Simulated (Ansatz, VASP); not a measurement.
# One calculation of Na, two programs

Contents of INCAR:

```
SYSTEM = Na
PREC = Accurate
ENCUT = 520
EDIFF = 1E-7
ISMEAR = -1
SIGMA = 0.05
LREAL = .False.
LASPH = .True.
NELM = 80
ALGO = Normal
ISIF = 2
LWAVE = .False.
LCHARG = .False.
GGA = PS
NBANDS = 10
```

KPOINTS

```
regular mesh
0
Gamma
  12 12 12
  0 0 0
```

The input POSCAR:

```
Na
1.0
   -2.0539750000      2.1175000000      2.1175000000
    2.1175000000     -2.0539750000      2.1175000000
    2.1175000000      2.1175000000     -2.0539750000
Na
1
Direct
    0.0000000000      0.0000000000      0.0000000000
```

Input for Ansatz:

```yaml
crystal:
  lattice:
    - [-2.053975, 2.1175, 2.1175]
    - [2.1175, -2.053975, 2.1175]
    - [2.1175, 2.1175, -2.053975]
  atoms:
    - { symbol: Na, position: [0.0, 0.0, 0.0] }
kpoints:
  mp_grid: { grid: [12, 12, 12] }
  band_path:
    path:
      - [0.0, 0.0, 0.0]
      - [0.0, 0.0, 0.5]
      - [-0.5, 0.5, 0.5]
      - [-0.7422118581, 0.2577881419, 0.2577881419]
      - [0.2577881419, 0.2577881419, 0.2577881419]
      - [0.0, 0.0, 0.0]
      - [-0.5, 0.0, 0.5]
    npoints: 5
scf:
  occupations: { method: fermi_dirac, width: 0.05 }
hamiltonian:
  xc: pbesol
  pseudopotentials: { kind: all_electron, lapw: { basis_error: 0.00025 } }
output:
  forces: true
  stress: true
  eigenvalues: true
```

Change from the starting cell: equal xy, yz and zx shear strains of +3 %.

Alike in both runs: task single point; functional PBEsol; k mesh 12 × 12 × 12; occupations fermi-dirac, width 0.05 eV; no spin polarisation.

|  | VASP | Ansatz |
| --- | --- | --- |
| version | VASP 6.6.1 | Ansatz 0.2.0 |
| potentials or method | VASP PAW PBE potentials, release 64 (Na_pv), cutoff 520 eV | all-electron LAPW, scalar-relativistic |

```csv
,VASP,Ansatz,Ansatz less VASP
pressure (GPa),-0.3,-0.3,0.00
"traceless stress, the component that is largest in VASP (GPa)",-0.14,-0.14,+0.002
```

VASP's potentials were made for PBE, not for PBEsol. Ansatz ran all-electron here, and VASP with PAW potentials.
